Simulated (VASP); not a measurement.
Crystal: CdSe.

```
Cd Se
1.0
     0.00000    2.87396    2.87396
     2.87396    0.00000    2.87396
     2.87396    2.87396    0.00000
Cd Se
1 1
Direct
  0.00000 0.00000 0.00000
  0.50000 0.50000 0.50000
```

```yaml
Program: VASP 6.6.1
Task: relaxation of cell and atoms
Functional: PBE
Dispersion: D4
Potentials_or_basis: VASP PAW PBE potentials, release 64 (Cd, Se)
Cutoff: 600 eV
k_mesh: 8 × 8 × 8
Occupations: fermi-dirac, width 0.05 eV
Spin: no spin polarisation
```

At the start: pressure -2.6 GPa; volume 23.74 Å³/atom.

Task: Where does the relaxation end?

Result: Over 3 steps the energy falls by 8.3 meV/atom and the volume is 22.75 Å³/atom (-4.1 %); space group Fm-3m (No. 225, to 0.05 Å).

The path:
```tsv
step	energy change (eV)	largest force (eV/Å)	pressure (GPa)	volume (Å³)
1	0.0000	0.0000	-2.58	47.48
2	-0.0148	0.0000	0.96	44.90
3	-0.0166	0.0000	-0.01	45.51
```

Final structure:
```
CELL_PARAMETERS angstrom
0.00000 2.83366 2.83366
2.83366 0.00000 2.83366
2.83366 2.83366 0.00000
ATOMIC_POSITIONS crystal
Cd 0.00000 0.00000 0.00000
Se 0.50000 0.50000 0.50000
```

Caveat: pairwise dispersion overbinds metals, which lowers pressure and volume.
